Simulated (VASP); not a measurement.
# HfB (I4/mmm) in VASP: a series of runs

Runs on HfB. Level: PBEsol. Tasks: single point.

Program: VASP 6.6.1. These are calculated values, not measurements. Logs are shortened: lines on timing, memory, paths and dates and some standing lists are left out, and cuts for length are marked.

## 1. The cell of the first run

It takes space group I4/mmm (No. 139, tetragonal). The conventional cell has a = 3.430 Å, b = 3.430 Å, c = 4.736 Å, α = 90.00°, β = 90.00°, γ = 90.00°. Within 3.1 Å of Hf (site symmetry 4/mmm) lie 6 B at 2.37 to 2.43 Å. Within 3.1 Å of B (site symmetry 4/mmm) lie 6 Hf at 2.37 to 2.43 Å.

## 2. Single point, PBEsol (strain +0.050 along x and y, +0.025 along z)

INCAR reads:

```
PREC = Accurate
ENCUT = 500
EDIFF = 1E-6
ISMEAR = 0
SIGMA = 0.15
LREAL = False
LASPH = True
NELM = 120
ALGO = Normal
ISIF = 2
LWAVE = False
LCHARG = False
GGA = PS
NBANDS = 14
GGA_COMPAT = False
```

KPOINTS reads:

```
Automatic mesh
0
Gamma
  18 18 18
```

POSCAR reads:

```
HfB
1.0
    0.0000000000      2.4255000000      2.3677500000
    2.4255000000      0.0000000000      2.3677500000
    2.4255000000      2.4255000000      0.0000000000
Hf B
1 1
Direct
    0.5000000000      0.5000000000      0.5000000000
    0.0000000000      0.0000000000      0.0000000000
```

Potentials or basis: VASP PAW PBE potentials, release 64 (Hf_pv, B).

Launch:

```sh
cat potpaw_PBE.64/Hf_pv/POTCAR potpaw_PBE.64/B/POTCAR > POTCAR
mpirun -np 1 vasp_std > vasp.out
```

OUTCAR:

```text
PREC = Accurate
   ENCUT = 500
   EDIFF = 1E-6
   ISMEAR = 0
   LREAL = False
   LASPH = True
   NELM = 120
   ISIF = 2
   GGA = PS

 ion  position               nearest neighbor table
   1  0.500  0.500  0.500-   2 2.37   2 2.37   2 2.43   2 2.43   2 2.43   2 2.43
   2  0.000  0.000  0.000-   1 2.37   1 2.37   1 2.43   1 2.43   1 2.43   1 2.43

  LATTYP: Found a body centered tetragonal cell.
 ALAT       =     3.4301749955
 C/A-ratio  =     1.3805418109

  Lattice vectors:

 A1 = (   0.0000000000,  -2.4255000000,  -2.3677500000)
 A2 = (   0.0000000000,   2.4255000000,  -2.3677500000)
 A3 = (   2.4255000000,   0.0000000000,   2.3677500000)

Analysis of symmetry for initial positions (statically):
=====================================================================
 Subroutine PRICEL returns:
 Original cell was already a primitive cell.

 Routine SETGRP: Setting up the symmetry group for a
 body centered tetragonal supercell.

 Subroutine GETGRP returns: Found 16 space group operations
 (whereof 16 operations were pure point group operations)
 out of a pool of 16 trial point group operations.

The static configuration has the point symmetry D_4h.

Analysis of symmetry for dynamics (positions and initial velocities):
=====================================================================
 Subroutine PRICEL returns:
 Original cell was already a primitive cell.

 Routine SETGRP: Setting up the symmetry group for a
 body centered tetragonal supercell.

 Subroutine GETGRP returns: Found 16 space group operations
 (whereof 16 operations were pure point group operations)
 out of a pool of 16 trial point group operations.

The dynamic configuration has the point symmetry D_4h.

 Subroutine INISYM returns: Found 16 space group operations
 (whereof 16 operations are pure point group operations),
 and found     1 'primitive' translations

----------------------------------------------------------------------------------------

                                     Primitive cell

  volume of cell :      27.8592

  direct lattice vectors                    reciprocal lattice vectors
     0.000000000  2.425500000  2.367750000    -0.206143063  0.206143063  0.211170943
     2.425500000  0.000000000  2.367750000     0.206143063 -0.206143063  0.211170943
     2.425500000  2.425500000  0.000000000     0.206143063  0.206143063 -0.211170943

  length of vectors
     3.389585566  3.389585566  3.430174996     0.359976516  0.359976516  0.359976516

  position of ions in fractional coordinates (direct lattice)
     0.500000000  0.500000000  0.500000000
     0.000000000  0.000000000  0.000000000

  ion indices of the primitive-cell ions
   primitive index   ion index
                 1           1
                 2           2

----------------------------------------------------------------------------------------

 KPOINTS: Automatic mesh

Automatic generation of k-mesh.
 Grid dimensions read from file:
 generate k-points for:   18   18   18

 Generating k-lattice:

  Cartesian coordinates                     Fractional coordinates (reciprocal lattice)
    -0.011452392  0.011452392  0.011731719     0.055555556  0.000000000  0.000000000
     0.011452392 -0.011452392  0.011731719     0.000000000  0.055555556  0.000000000
     0.011452392  0.011452392 -0.011731719     0.000000000  0.000000000  0.055555556

  Length of vectors
     0.019998695  0.019998695  0.019998695

  Shift w.r.t. Gamma in fractional coordinates (k-lattice)
     0.000000000  0.000000000  0.000000000

 Subroutine IBZKPT returns following result:
 ===========================================

 Found    480 irreducible k-points:

 Following reciprocal coordinates:
            Coordinates               Weight
  0.000000  0.000000  0.000000      1.000000
  0.055556  0.000000  0.000000      8.000000
  0.111111  0.000000  0.000000      8.000000
  0.166667  0.000000  0.000000      8.000000
  0.222222  0.000000  0.000000      8.000000
  0.277778  0.000000  0.000000      8.000000
[... 16 lines left out ...]
 -0.277778  0.055556  0.000000      8.000000
 -0.222222  0.055556  0.000000      8.000000
 [... further k-points ...]
   k-points           NKPTS =    480   k-points in BZ     NKDIM =    480   number of bands    NBANDS=     14
   number of dos      NEDOS =    301   number of ions     NIONS =      2
   total plane-waves  NPLWV =  21952
   dimension x,y,z NGX =    28 NGY =   28 NGZ =   28
   dimension x,y,z NGXF=    56 NGYF=   56 NGZF=   56
   ions per type =               1   1
   NGX,Y,Z   is equivalent  to a cutoff of  13.73, 13.73, 13.57 a.u.
   NGXF,Y,Z  is equivalent  to a cutoff of  27.47, 27.47, 27.14 a.u.
 SYSTEM =  unknown system
   PREC   = accura    normal or accurate (medium, high low for compatibility)
   ISTART =      0    job   : 0-new  1-cont  2-samecut
   ICHARG =      2    charge: 1-file 2-atom 10-const
   ISPIN  =      1    spin polarized calculation?
   LNONCOLLINEAR =      F non collinear calculations
   LSORBIT =      F    spin-orbit coupling
   LASPH  =      T    aspherical Exc in radial PAW
   ENCUT  =  500.0 eV  36.75 Ry    6.06 a.u.   6.18  6.18  6.25*2*pi/ulx,y,z
   NELM   =    120;   NELMIN=  2; NELMDL= -5     # of ELM steps
   EDIFF  = 0.1E-05   stopping-criterion for ELM
   LREAL  =      F    real-space projection
   EDIFFG = 0.1E-04   stopping-criterion for IOM
   NSW    =      0    number of steps for IOM
   IBRION =     -1    ionic relax: 0-MD 1-quasi-New 2-CG
   NFREE  =      0    steps in history (QN), initial steepest desc. (CG)
   ISIF   =      2    stress and relaxation
   ISYM   =      2    0-nonsym 1-usesym 2-fastsym
   POTIM  = 0.5000    time-step for ionic-motion
   TEBEG  =    0.0;   TEEND  =   0.0 temperature during run
   PSTRESS=    0.0 pullay stress
   NELECT =      13.0000    total number of electrons
   NUPDOWN=      -1.0000    fix difference up-down
   EMIN   =  10.00;   EMAX   =-10.00  energy-range for DOS
   EFERMI =   0.00;   METHOD = LEGACY
   ISMEAR =     0;   SIGMA  =   0.15  broadening in eV -4-tet -1-fermi 0-gaus
   EFERMI_NEDOS =   21; number of points for ismear=-14 and -15
   IALGO  =     38    algorithm
   IMIX   =      4    mixing-type and parameters
     AMIX     =   0.40;   BMIX     =  1.00
     AMIX_MAG =   1.60;   BMIX_MAG =  1.00
  volume/ion in A,a.u.               =      13.93        94.00
  Fermi-wavevector in a.u.,A,eV,Ry     =   1.269794  2.399562 21.937706  1.612376
  Thomas-Fermi vector in A             =   2.402816
   LORBIT       =      0    0 simple, 1 ext, 2 COOP (PROOUT), +10 PAW based schemes
   GGA     = PS    functional components
   LHFCALC =     F    Hartree Fock is set to
   AEXX    =    0.0000 exact exchange contribution
   IVDW    =     0    specifies the selected vdW correction
   LEPSILON=     F    determine dielectric tensor
   LRPA    =     F    only Hartree local field effects (RPA)
 non-spin polarized calculation
 Gauss-broadening in eV      SIGMA  =   0.15
  energy-cutoff  :      500.00
  volume of cell :       27.86
 maximum number of plane-waves:       725
 NGX is ok and might be reduce to    28
   NGX = 13   NGY = 13   NGZ = 13

 number of electron      12.9999999 magnetization

 Free energy of the ion-electron system (eV)
  ---------------------------------------------------
  ext. energy  EPLUGINS =         0.00000000
  ---------------------------------------------------
  free energy    TOTEN  =       -18.39831055 eV

  energy without entropy =      -18.38526839  energy(sigma->0) =      -18.39178947

 E-fermi :   4.2531     XC(G=0): -11.8315

 val. band max:        4.2518645565   @ k =  -0.3889   0.0000   0.3333
 cond. band min:       4.2538457960   @ k =  -0.1667   0.1111   0.0556
 fundamental gap:      0.0019812396
 Fermi energy:         4.2530911105

 k-point     1 :       0.0000    0.0000    0.0000
  band No.  band energies     occupation
      1     -24.6528      2.00000
      2     -24.6528      2.00000
      3     -24.6444      2.00000
      4      -4.9161      2.00000
      5       6.1812      0.00000
      6       6.1812      0.00000
      7       6.4351      0.00000
      8       7.8479      0.00000
      9       7.8523      0.00000
     10       7.8523      0.00000
     11       7.9769      0.00000
     12       8.0918      0.00000
     13      15.4278      0.00000
     14      15.5032      0.00000

 k-point     2 :       0.0556    0.0000    0.0000
  band No.  band energies     occupation
      1     -24.6655      2.00000
      2     -24.6547      2.00000
      3     -24.6478      2.00000
      4      -4.8387      2.00000
      5       5.9348      0.00000
      6       6.1299      0.00000
      7       6.3347      0.00000
      8       7.0802      0.00000
      9       7.1912      0.00000
     10       8.0534      0.00000
     11       8.8288      0.00000
     12       9.0304      0.00000
     13      15.6168      0.00000
     14      15.6271      0.00000

 k-point     3 :       0.1111    0.0000    0.0000
  band No.  band energies     occupation
      1     -24.7073      2.00000
      2     -24.6601      2.00000
      3     -24.6522      2.00000
      4      -4.6103      2.00000
      5       5.2832      0.00000
      6       5.7243      0.00000
      7       5.8993      0.00000
      8       6.8734      0.00000
      9       6.9592      0.00000
     10       8.3165      0.00000
     11       9.9085      0.00000
     12      10.1391      0.00000
     13      15.9210      0.00000
     14      16.1896      0.00000
[... 324 lines left out ...]
 k-point    23 :      -0.2778    0.0556    0.0000
  band No.  band energies     occupation
      1     -24.9522      2.00000
      2     -24.6930      2.00000
      3     -24.6872      2.00000
      4      -2.9183      2.00000
      5       2.5392      2.00000
      6       3.7514      2.00000
      7       3.9974      1.98410
      8       7.9976      0.00000
      9       8.5908      0.00000
     10       9.3293      0.00000
     11      13.4663      0.00000
     12      14.4484      0.00000
     13      15.5646      0.00000
     14      18.6192      0.00000

 k-point    24 :      -0.2222    0.0556    0.0000
  band No.  band energies     occupation
      1     -24.8741      2.00000
      2     -24.6850      2.00000
      3     -24.6762      2.00000
      4      -3.5266      2.00000
      5       3.3492      2.00000
      6       4.2035      1.35960
      7       4.4433      0.07296
      8       7.4131      0.00000
      9       8.1580      0.00000
     10       9.0206      0.00000
     11      12.3161      0.00000
     12      13.2715      0.00000
     13      16.3205      0.00000
     14      18.2064      0.00000

 [... further k-points ...]

------------------------ aborting loop because EDIFF is reached ----------------------------------------

  FORCE on cell =-STRESS in cart. coord.  units (eV):
  Direction    XX          YY          ZZ          XY          YZ          ZX
  --------------------------------------------------------------------------------------
  -------------------------------------------------------------------------------------
  Total       -0.8798453     -0.8798453      0.6005453      0.0000000      0.0000000      0.0000000
  in kB      -50.5997647    -50.5997647     34.5372633      0.0000000      0.0000000      0.0000000
  external PRESSURE =     -22.2207554 kB  Pullay stress =       0.0000000 kB

 VOLUME and BASIS-vectors are now :
 -----------------------------------------------------------------------------
  energy-cutoff  :      500.00
  volume of cell :       27.86
      direct lattice vectors                 reciprocal lattice vectors
     0.000000000  2.425500000  2.367750000    -0.206143063  0.206143063  0.211170943
     2.425500000  0.000000000  2.367750000     0.206143063 -0.206143063  0.211170943
     2.425500000  2.425500000  0.000000000     0.206143063  0.206143063 -0.211170943

 POSITION                                       TOTAL-FORCE (eV/Angst)
 -----------------------------------------------------------------------------------
      2.42550      2.42550      2.36775         0.000000      0.000000      0.000000
      0.00000      0.00000      0.00000        -0.000000     -0.000000      0.000000
 -----------------------------------------------------------------------------------
    total drift:                                0.000000      0.000000      0.000000

  FREE ENERGIE OF THE ION-ELECTRON SYSTEM (eV)
  ---------------------------------------------------
  free  energy   TOTEN  =       -18.3983105467 eV

  energy  without entropy=      -18.3852683863  energy(sigma->0) =      -18.39178947
```

Run time: 4.4 min. Hardware: 1 thread of Intel Xeon Platinum 8259CL at 2.50GHz (Skylake/Cascade Lake), shared host; peak memory 0.3 GiB.

What came out:

```
Free energy : -18.3983 eV
Pressure    : -2.2 GPa
```

Caveat: the cell differs from its parent crystal (strain +0.050 along x and y, +0.025 along z); the PAW data sets were made with another functional, which shifts forces and pressure a little; spin-orbit coupling is left out, which moves the levels of the heavy elements.

## 3. Single point, PBEsol (strain -0.050 along x and y, -0.025 along z)

INCAR reads:

```
PREC = Accurate
ENCUT = 500
EDIFF = 1E-6
ISMEAR = 0
SIGMA = 0.15
LREAL = F
LASPH = T
NELM = 120
ALGO = Normal
ISIF = 2
LWAVE = F
LCHARG = F
GGA = PS
NBANDS = 14
GGA_COMPAT = F
```

KPOINTS is that of step 2.

POSCAR reads:

```
HfB
1.0
    0.0000000000      2.1945000000      2.2522500000
    2.1945000000      0.0000000000      2.2522500000
    2.1945000000      2.1945000000      0.0000000000
Hf B
1 1
Direct
    0.5000000000      0.5000000000      0.5000000000
    0.0000000000      0.0000000000      0.0000000000
```

Potentials or basis: VASP PAW PBE potentials, release 64 (Hf_pv, B).

Launch:

```sh
cat potpaw_PBE.64/Hf_pv/POTCAR potpaw_PBE.64/B/POTCAR > POTCAR
mpirun -np 1 vasp_std > vasp.out
```

OUTCAR:

```text
PREC = Accurate
   ENCUT = 500
   EDIFF = 1E-6
   ISMEAR = 0
   LREAL = F
   LASPH = T
   NELM = 120
   ISIF = 2
   GGA = PS

 ion  position               nearest neighbor table
   1  0.500  0.500  0.500-   2 2.19   2 2.19   2 2.19   2 2.19   2 2.25   2 2.25
   2  0.000  0.000  0.000-   1 2.19   1 2.19   1 2.19   1 2.19   1 2.25   1 2.25

  LATTYP: Found a body centered tetragonal cell.
 ALAT       =     3.1034916626
 C/A-ratio  =     1.4514297088

  Lattice vectors:

 A1 = (  -2.1945000000,   0.0000000000,   2.2522500000)
 A2 = (   2.1945000000,   0.0000000000,   2.2522500000)
 A3 = (   0.0000000000,   2.1945000000,  -2.2522500000)

Analysis of symmetry for initial positions (statically):
=====================================================================
 Subroutine PRICEL returns:
 Original cell was already a primitive cell.

 Routine SETGRP: Setting up the symmetry group for a
 body centered tetragonal supercell.

 Subroutine GETGRP returns: Found 16 space group operations
 (whereof 16 operations were pure point group operations)
 out of a pool of 16 trial point group operations.

[... 176 lines left out ...]
      6       8.2347      0.00000
      7       8.2347      0.00000
      8      10.0652      0.00000
      9      10.3200      0.00000
     10      10.3354      0.00000
     11      10.3354      0.00000
     12      10.7340      0.00000
     13      18.0268      0.00000
     14      20.9808      0.00000
[... 377 lines left out ...]
      1     -22.3150      2.00000
      2     -21.8175      2.00000
      3     -21.7590      2.00000
      4      -2.1991      2.00000
      5       4.9319      2.00000
      6       5.7005      1.82265
      7       5.7271      1.72788
      8       9.7800      0.00000
      9      10.6104      0.00000
     10      11.8204      0.00000
     11      15.5637      0.00000
     12      17.8699      0.00000
     13      21.1584      0.00000
     14      21.8124      0.00000

 [... further k-points ...]

------------------------ aborting loop because EDIFF is reached ----------------------------------------

  FORCE on cell =-STRESS in cart. coord.  units (eV):
  Direction    XX          YY          ZZ          XY          YZ          ZX
  --------------------------------------------------------------------------------------
  -------------------------------------------------------------------------------------
  Total       10.1143552     10.1143552      7.5557953      0.0000000      0.0000000     -0.0000000
  in kB      747.0179265    747.0179265    558.0498639      0.0000000      0.0000000     -0.0000000
  external PRESSURE =     684.0285723 kB  Pullay stress =       0.0000000 kB

 VOLUME and BASIS-vectors are now :
 -----------------------------------------------------------------------------
  energy-cutoff  :      500.00
  volume of cell :       21.69
      direct lattice vectors                 reciprocal lattice vectors
     0.000000000  2.194500000  2.252250000    -0.227842333  0.227842333  0.222000222
     2.194500000  0.000000000  2.252250000     0.227842333 -0.227842333  0.222000222
     2.194500000  2.194500000  0.000000000     0.227842333  0.227842333 -0.222000222

 POSITION                                       TOTAL-FORCE (eV/Angst)
 -----------------------------------------------------------------------------------
      2.19450      2.19450      2.25225         0.000000     -0.000000      0.000000
      0.00000      0.00000      0.00000        -0.000000      0.000000     -0.000000
 -----------------------------------------------------------------------------------
    total drift:                               -0.000000     -0.000000      0.000000

  FREE ENERGIE OF THE ION-ELECTRON SYSTEM (eV)
  ---------------------------------------------------
  free  energy   TOTEN  =       -17.3692832235 eV

  energy  without entropy=      -17.3586794264  energy(sigma->0) =      -17.36398132
```

stdout:

```text
POSCAR found type information on POSCAR HfB
 POSCAR found :  2 types and       2 ions
 scaLAPACK will be used
 -----------------------------------------------------------------------------
|                                                                             |
|                                                                             |
|     You enforced a specific xc type in the INCAR file but a different       |
|     I HOPE YOU KNOW WHAT YOU ARE DOING!                                     |
|                                                                             |
 -----------------------------------------------------------------------------

 LDA part: xc-table for (Slater+PW92), standard interpolation
 POSCAR, INCAR and KPOINTS ok, starting setup
 FFT: planning ... GRIDC
 FFT: planning ... GRID_SOFT
 FFT: planning ... GRID
 WAVECAR not read
 entering main loop
```

Wall time 3.1 min (1 thread of Intel Xeon Platinum 8259CL at 2.50GHz (Skylake/Cascade Lake), shared host); peak memory 0.26 GiB.

What came out:

* Free energy: -17.3693 eV
* Pressure: 68.4 GPa

Caveat: the cell differs from its parent crystal (strain -0.050 along x and y, -0.025 along z); the PAW data sets were made with another functional, which shifts forces and pressure a little; spin-orbit coupling is left out, which moves the levels of the heavy elements.
